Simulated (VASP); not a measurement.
# HgTe (F-43m) in VASP: notebook, part 2 of 2

VASP 6.6.1. The steps go on from the part before.

## Step 3: Electric field gradients, PBE (volume scaled by 0.97)

Contents of INCAR:

```
  PREC = Accurate
  ENCUT = 520
  EDIFF = 1E-8
  ISMEAR = -1
  SIGMA = 0.05
  LREAL = F
  LASPH = T
  NELM = 80
  ALGO = Normal
  ISIF = 2
  LWAVE = F
  LCHARG = F
  GGA = PE
  LEFG = T
  NBANDS = 16
```

Contents of KPOINTS:

```
Automatic mesh
0
Gamma
  9 9 9
```

Contents of POSCAR:

```
HgTe
1.0
    0.0000000000      3.1909371676      3.1909371676
    3.1909371676      0.0000000000      3.1909371676
    3.1909371676      3.1909371676      0.0000000000
Hg Te
1 1
Direct
    0.0000000000      0.0000000000      0.0000000000
    0.7500000000      0.7500000000      0.7500000000
```

Potentials or basis: VASP PAW PBE potentials, release 64 (Hg, Te).

Started as:

```sh
> cat potpaw_PBE.64/Hg/POTCAR potpaw_PBE.64/Te/POTCAR > POTCAR
> mpirun -np 1 vasp_std > vasp.out
```

OUTCAR:

```text
PREC = Accurate
   ENCUT = 520
   EDIFF = 1E-8
   ISMEAR = -1
   LREAL = F
   LASPH = T
   NELM = 80
   ISIF = 2
   GGA = PE

 ion  position               nearest neighbor table
   1  0.000  0.000  0.000-   2 2.76   2 2.76   2 2.76   2 2.76
   2  0.750  0.750  0.750-   1 2.76   1 2.76   1 2.76   1 2.76

  LATTYP: Found a face centered cubic cell.
 ALAT       =     6.3818743352

  Lattice vectors:

 A1 = (   0.0000000000,   3.1909371676,   3.1909371676)
 A2 = (   3.1909371676,   0.0000000000,   3.1909371676)
 A3 = (   3.1909371676,   3.1909371676,   0.0000000000)

Analysis of symmetry for initial positions (statically):
=====================================================================
 Subroutine PRICEL returns:
 Original cell was already a primitive cell.

 Routine SETGRP: Setting up the symmetry group for a
 face centered cubic supercell.

 Subroutine GETGRP returns: Found 24 space group operations
 (whereof 24 operations were pure point group operations)
 out of a pool of 48 trial point group operations.

The static configuration has the point symmetry T_d .

Analysis of symmetry for dynamics (positions and initial velocities):
=====================================================================
 Subroutine PRICEL returns:
 Original cell was already a primitive cell.

 Routine SETGRP: Setting up the symmetry group for a
 face centered cubic supercell.

 Subroutine GETGRP returns: Found 24 space group operations
 (whereof 24 operations were pure point group operations)
 out of a pool of 48 trial point group operations.

The dynamic configuration has the point symmetry T_d .

 Subroutine INISYM returns: Found 24 space group operations
 (whereof 24 operations are pure point group operations),
 and found     1 'primitive' translations

----------------------------------------------------------------------------------------

                                     Primitive cell

  volume of cell :      64.9808

  direct lattice vectors                    reciprocal lattice vectors
     0.000000000  3.190937168  3.190937168    -0.156693778  0.156693778  0.156693778
     3.190937168  0.000000000  3.190937168     0.156693778 -0.156693778  0.156693778
     3.190937168  3.190937168  0.000000000     0.156693778  0.156693778 -0.156693778

  length of vectors
     4.512666619  4.512666619  4.512666619     0.271401585  0.271401585  0.271401585

  position of ions in fractional coordinates (direct lattice)
     0.000000000  0.000000000  0.000000000
     0.750000000  0.750000000  0.750000000

  ion indices of the primitive-cell ions
   primitive index   ion index
                 1           1
                 2           2

----------------------------------------------------------------------------------------

 KPOINTS: Automatic mesh

Automatic generation of k-mesh.
 Grid dimensions read from file:
 generate k-points for:    9    9    9
[... 70 lines left out ...]
   ISIF   =      2    stress and relaxation
   ISYM   =      2    0-nonsym 1-usesym 2-fastsym
   POTIM  = 0.5000    time-step for ionic-motion
   TEBEG  =    0.0;   TEEND  =   0.0 temperature during run
   PSTRESS=    0.0 pullay stress
   NELECT =      18.0000    total number of electrons
   NUPDOWN=      -1.0000    fix difference up-down
   EMIN   =  10.00;   EMAX   =-10.00  energy-range for DOS
   EFERMI =   0.00;   METHOD = LEGACY
   ISMEAR =    -1;   SIGMA  =   0.05  broadening in eV -4-tet -1-fermi 0-gaus
   EFERMI_NEDOS =   21; number of points for ismear=-14 and -15
   IALGO  =     38    algorithm
   IMIX   =      4    mixing-type and parameters
     AMIX     =   0.40;   BMIX     =  1.00
     AMIX_MAG =   1.60;   BMIX_MAG =  1.00
  volume/ion in A,a.u.               =      32.49       219.26
  Fermi-wavevector in a.u.,A,eV,Ry     =   1.067179  2.016677 15.495291  1.138872
  Thomas-Fermi vector in A             =   2.202787
   LORBIT       =      0    0 simple, 1 ext, 2 COOP (PROOUT), +10 PAW based schemes
   GGA     = PE    functional components
   LHFCALC =     F    Hartree Fock is set to
   AEXX    =    0.0000 exact exchange contribution
   IVDW    =     0    specifies the selected vdW correction
   LEPSILON=     F    determine dielectric tensor
   LRPA    =     F    only Hartree local field effects (RPA)
 non-spin polarized calculation
  energy-cutoff  :      520.00
  volume of cell :       64.98
 maximum number of plane-waves:      1807
 NGX is ok and might be reduce to    36
   NGX = 17   NGY = 17   NGZ = 17

 number of electron      17.9999998 magnetization

 Free energy of the ion-electron system (eV)
  ---------------------------------------------------
  ext. energy  EPLUGINS =         0.00000000
  ---------------------------------------------------
  free energy    TOTEN  =        -3.50814246 eV

  energy without entropy =       -3.50770234  energy(sigma->0) =       -3.50792240

 E-fermi :   3.5743     XC(G=0):  -8.9201

 val. band max:        3.5164143860   @ k =   0.0000   0.0000   0.0000
 cond. band min:       4.1644932895   @ k =   0.1111   0.0000   0.0000
 fundamental gap:      0.6480789035
 Fermi energy:         3.5743257316

 k-point     1 :       0.0000    0.0000    0.0000
  band No.  band energies     occupation
      1      -8.7578      2.00000
      2      -4.0732      2.00000
      3      -4.0732      2.00000
      4      -4.0732      2.00000
      5      -3.4954      2.00000
      6      -3.4954      2.00000
[... 433 lines left out ...]
      3      -3.7130      2.00000
      4      -3.7130      2.00000
      5      -3.4292      2.00000
      6      -3.1227      2.00000
[... 8 lines left out ...]
     15      13.7791      0.00000
     16      15.4132      0.00000

 [... further k-points ...]

------------------------ aborting loop because EDIFF is reached ----------------------------------------

  FORCE on cell =-STRESS in cart. coord.  units (eV):
  Direction    XX          YY          ZZ          XY          YZ          ZX
  --------------------------------------------------------------------------------------
  -------------------------------------------------------------------------------------
  Total        2.4070305      2.4070305      2.4070305      0.0000000      0.0000000      0.0000000
  in kB       59.3481828     59.3481828     59.3481828      0.0000000      0.0000000      0.0000000
  external PRESSURE =      59.3481828 kB  Pullay stress =       0.0000000 kB

 VOLUME and BASIS-vectors are now :
 -----------------------------------------------------------------------------
  energy-cutoff  :      520.00
  volume of cell :       64.98
      direct lattice vectors                 reciprocal lattice vectors
     0.000000000  3.190937168  3.190937168    -0.156693778  0.156693778  0.156693778
     3.190937168  0.000000000  3.190937168     0.156693778 -0.156693778  0.156693778
     3.190937168  3.190937168  0.000000000     0.156693778  0.156693778 -0.156693778

 POSITION                                       TOTAL-FORCE (eV/Angst)
 -----------------------------------------------------------------------------------
      0.00000      0.00000      0.00000         0.000000      0.000000     -0.000000
      4.78641      4.78641      4.78641        -0.000000     -0.000000      0.000000
 -----------------------------------------------------------------------------------
    total drift:                               -0.000000     -0.000000     -0.000000

  FREE ENERGIE OF THE ION-ELECTRON SYSTEM (eV)
  ---------------------------------------------------
  free  energy   TOTEN  =        -3.5081424631 eV

  energy  without entropy=       -3.5077023406  energy(sigma->0) =       -3.50792240

 Electric field gradients (V/A^2)
---------------------------------------------------------------------
 ion       V_xx      V_yy      V_zz      V_xy      V_xz      V_yz
---------------------------------------------------------------------
   1       0.000    -0.000    -0.000    -0.001    -0.001    -0.001
   2       0.000     0.000    -0.000    -0.000    -0.000    -0.000
---------------------------------------------------------------------

 Electric field gradients after diagonalization (V/A^2)
 (convention: |V_zz| > |V_xx| > |V_yy|)
----------------------------------------------------------------------
 ion       V_xx      V_yy      V_zz     asymmetry (V_yy - V_xx)/ V_zz
----------------------------------------------------------------------
   1       0.001     0.001    -0.001       0.000
   2       0.000     0.000    -0.000       0.000
----------------------------------------------------------------------

           NMR quadrupolar parameters

 Cq : quadrupolar parameter    Cq=e*Q*V_zz/h
 eta: asymmetry parameters     (V_yy - V_xx)/ V_zz
 Q  : nuclear electric quadrupole moment in mb (millibarn)
----------------------------------------------------------------------
 ion       Cq(MHz)       eta       Q (mb)
----------------------------------------------------------------------
   1      -0.000       0.000       1.000
   2      -0.000       0.000       1.000
----------------------------------------------------------------------
```

OSZICAR:

```text
N       E                     dE             d eps       ncg     rms          rms(c)
DAV:   1     0.105210627269E+03    0.10521E+03   -0.81621E+03  1136   0.979E+02
DAV:   2    -0.256045526964E+00   -0.10547E+03   -0.99197E+02  1344   0.230E+02
DAV:   3    -0.369614526255E+01   -0.34401E+01   -0.34332E+01  1368   0.429E+01
DAV:   4    -0.372710517502E+01   -0.30960E-01   -0.30958E-01  1672   0.376E+00
DAV:   5    -0.372720354206E+01   -0.98367E-04   -0.98367E-04  1408   0.182E-01    0.837E+00
DAV:   6    -0.351772168732E+01    0.20948E+00   -0.40637E-01  1336   0.883E+00    0.652E+00
DAV:   7    -0.350906232005E+01    0.86594E-02   -0.10667E-01  1296   0.228E+00    0.226E+00
DAV:   8    -0.350808902647E+01    0.97329E-03   -0.12181E-02  1248   0.129E+00    0.583E-01
DAV:   9    -0.350810042094E+01   -0.11394E-04   -0.75262E-04  1432   0.319E-01    0.147E-01
DAV:  10    -0.350812946196E+01   -0.29041E-04   -0.86286E-05  1392   0.816E-02    0.514E-02
DAV:  11    -0.350814526001E+01   -0.15798E-04   -0.40218E-05  1368   0.516E-02    0.468E-02
DAV:  12    -0.350814277743E+01    0.24826E-05   -0.49336E-06  1272   0.221E-02    0.221E-02
DAV:  13    -0.350814247535E+01    0.30208E-06   -0.96943E-07  1328   0.520E-03    0.530E-03
DAV:  14    -0.350814237381E+01    0.10155E-06   -0.30812E-07  1312   0.551E-03    0.527E-03
DAV:  15    -0.350814240683E+01   -0.33029E-07   -0.39426E-08  1384   0.168E-03    0.266E-03
DAV:  16    -0.350814249319E+01   -0.86354E-07   -0.11646E-08  1112   0.704E-04    0.560E-04
DAV:  17    -0.350814246560E+01    0.27591E-07   -0.12264E-09   704   0.235E-04    0.155E-04
DAV:  18    -0.350814246310E+01    0.24947E-08   -0.10501E-10   656   0.852E-05
   1 F= -.35081425E+01 E0= -.35079224E+01  d E =-.440123E-03
```

stdout:

```text
POSCAR found type information on POSCAR HgTe
 POSCAR found :  2 types and       2 ions
 scaLAPACK will be used
 LDA part: xc-table for (Slater+PW92), standard interpolation
 POSCAR, INCAR and KPOINTS ok, starting setup
 FFT: planning ... GRIDC
 FFT: planning ... GRID_SOFT
 FFT: planning ... GRID
 WAVECAR not read
 entering main loop
ion   1

ion   2
```

Wall time 44 s (1 thread of Intel Xeon Platinum 8488C (Sapphire Rapids), shared host); peak memory 0.22 GiB.

What came out:

```
Free energy            : -3.5081 eV
Pressure               : 5.9 GPa
Band gap on the k mesh : zero (filled and empty bands touch)
```

Caveat: the cell differs from its parent crystal (volume scaled by 0.97); without QUAD_EFG the Cq values of the log hold for a quadrupole moment of 1 mb, not for the nuclei; spin-orbit coupling is left out, which moves the levels of the heavy elements.

## Step 4: Electric field gradients, PBE

This run uses another cell than the first one, of 33.50 Å³/atom, 1.063 times its volume.

Contents of INCAR:

```
PREC     = Accurate       # precision mode
ENCUT    = 520            # plane-wave cutoff, eV
EDIFF    = 1E-8           # SCF threshold, eV
ISMEAR   = -1             # smearing method
SIGMA    = 0.05           # smearing width, eV
LREAL    = F              # projectors in reciprocal space
LASPH    = T              # aspherical terms in the spheres
NELM     = 60             # most SCF steps
ALGO     = Normal         # electronic algorithm
ISIF     = 2              # what is computed and relaxed
LWAVE    = F              # write WAVECAR
LCHARG   = F              # write CHGCAR
GGA      = PE             # functional
LEFG     = T            
NBANDS   = 16             # bands
```

KPOINTS is that of step 3.

Contents of POSCAR:

```
HgTe
1.0
    0.0000000000      3.2235000000      3.2235000000
    3.2235000000      0.0000000000      3.2235000000
    3.2235000000      3.2235000000      0.0000000000
Hg Te
1 1
Direct
    0.0000000000      0.0000000000      0.0000000000
    0.7500000000      0.7500000000      0.7500000000
```

Potentials or basis: VASP PAW PBE potentials, release 64 (Hg, Te).

Started as:

```sh
> cat potpaw_PBE.64/Hg/POTCAR potpaw_PBE.64/Te/POTCAR > POTCAR
> mpirun -np 1 vasp_std > vasp.out
```

OUTCAR:

```text
PREC = Accurate
   ENCUT = 520
   EDIFF = 1E-8
   ISMEAR = -1
   LREAL = F
   LASPH = T
   NELM = 60
   ISIF = 2
   GGA = PE

 ion  position               nearest neighbor table
   1  0.000  0.000  0.000-   2 2.79   2 2.79   2 2.79   2 2.79
   2  0.750  0.750  0.750-   1 2.79   1 2.79   1 2.79   1 2.79

  LATTYP: Found a face centered cubic cell.
 ALAT       =     6.4470000000

  Lattice vectors:

 A1 = (   0.0000000000,   3.2235000000,   3.2235000000)
 A2 = (   3.2235000000,   0.0000000000,   3.2235000000)
 A3 = (   3.2235000000,   3.2235000000,   0.0000000000)

[... 667 lines left out ...]
  free  energy   TOTEN  =        -3.5715398052 eV

  energy  without entropy=       -3.5710797789  energy(sigma->0) =       -3.57130979

 Electric field gradients (V/A^2)
---------------------------------------------------------------------
 ion       V_xx      V_yy      V_zz      V_xy      V_xz      V_yz
---------------------------------------------------------------------
   1      -0.000     0.000    -0.000    -0.000    -0.000    -0.000
   2      -0.000     0.000     0.000    -0.000    -0.000    -0.000
---------------------------------------------------------------------

 Electric field gradients after diagonalization (V/A^2)
 (convention: |V_zz| > |V_xx| > |V_yy|)
----------------------------------------------------------------------
 ion       V_xx      V_yy      V_zz     asymmetry (V_yy - V_xx)/ V_zz
----------------------------------------------------------------------
   1       0.000     0.000    -0.001       0.000
   2       0.000     0.000    -0.000       0.000
----------------------------------------------------------------------

           NMR quadrupolar parameters

 Cq : quadrupolar parameter    Cq=e*Q*V_zz/h
 eta: asymmetry parameters     (V_yy - V_xx)/ V_zz
 Q  : nuclear electric quadrupole moment in mb (millibarn)
----------------------------------------------------------------------
 ion       Cq(MHz)       eta       Q (mb)
----------------------------------------------------------------------
   1      -0.000       0.000       1.000
   2      -0.000       0.000       1.000
----------------------------------------------------------------------
```

Wall time 44 s (1 thread of Intel Xeon Platinum 8488C (Sapphire Rapids), shared host); peak memory 0.22 GiB.

What came out:

```yaml
Free_energy: -3.5715 eV
Pressure: 4.2 GPa
Band_gap_on_the_k_mesh: zero (filled and empty bands touch)
```

Caveat: without QUAD_EFG the Cq values of the log hold for a quadrupole moment of 1 mb, not for the nuclei; spin-orbit coupling is left out, which moves the levels of the heavy elements.

## Step 5: Summary

```tsv
cell	gap on the mesh (eV)	pressure (GPa)
a = 4.466 Å, angles 60.0°, 2 atoms	none	8.0
a = 4.513 Å, angles 60.0°, 2 atoms	none	5.9
a = 4.559 Å, angles 60.0°, 2 atoms	none	4.2
```

Alike in all rows: task electric field gradients; level PBE; potentials or basis VASP PAW PBE potentials, release 64 (Hg, Te); no spin polarisation; k mesh 9 × 9 × 9; cutoff (eV) 520; smearing fermi-dirac 0.05 eV.

Caveats: spin-orbit coupling is left out, which moves the levels of the heavy elements.

Total energies depend on the potentials used, so only differences within one code and one set of settings carry meaning.
